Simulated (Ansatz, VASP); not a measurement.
**One calculation of SrTiO3, two programs**

File INCAR:

```
ALGO = Normal
EDIFF = 1E-6
ENCUT = 520
GGA = PS
ISIF = 2
ISMEAR = 0
LASPH = True
LCHARG = False
LREAL = False
LWAVE = False
NBANDS = 28
NELM = 80
PREC = Accurate
SIGMA = 0.02
```

The input KPOINTS:

```
k-points
0
Gamma
  8 8 8
```

Contents of POSCAR:

```
SrTiO3
1.0
    3.7287983350      0.0000000000      0.0000000000
    0.0000000000      3.7287983350      0.0000000000
    0.0000000000      0.0000000000      3.7287983350
Sr Ti O
1 1 3
Direct
    0.5000000000      0.5000000000      0.5000000000
    0.0000000000      0.0000000000      0.0000000000
    0.5000000000      0.0000000000      0.0000000000
    0.0000000000      0.5000000000      0.0000000000
    0.0000000000      0.0000000000      0.5000000000
```

Input for Ansatz:

```yaml
crystal:
  lattice:
    - [3.728798335, 0.0, 0.0]
    - [0.0, 3.728798335, 0.0]
    - [0.0, 0.0, 3.728798335]
  atoms:
    - { symbol: Sr, position: [0.5, 0.5, 0.5] }
    - { symbol: Ti, position: [0.0, 0.0, 0.0] }
    - { symbol: O, position: [0.5, 0.0, 0.0] }
    - { symbol: O, position: [0.0, 0.5, 0.0] }
    - { symbol: O, position: [0.0, 0.0, 0.5] }
basis:
  ecutwfc: 420
kpoints:
  mp_grid: { grid: [8, 8, 8] }
hamiltonian:
  xc: pbesol
scf:
  occupations: { method: gaussian, width: 0.02 }
output:
  forces: true
  stress: true
  eigenvalues: true
  write_density: true
  write_potential: true
  elf: true
  volumetric_format: npy
```

Alike in both runs: task single point; functional PBEsol; k mesh 8 × 8 × 8; occupations gaussian, width 0.02 eV; no spin polarisation.

|  | VASP | Ansatz |
| --- | --- | --- |
| version | VASP 6.6.1 | Ansatz 0.2.0 |
| potentials or method | VASP PAW PBE potentials, release 64 (Sr_sv, Ti_sv, O), cutoff 520 eV | scalar-relativistic, plane waves, PAW |
| valence electrons in the cell | 40 | 40 |

|  | VASP | Ansatz | Ansatz less VASP |
| --- | --- | --- | --- |
| gap on the k mesh at the Fermi level (eV) | 2.02 | 2.06 | +0.043 |
| least direct gap on the mesh (eV) | 2.26 | 2.28 | +0.024 |

VASP's potentials were made for PBE, not for PBEsol.
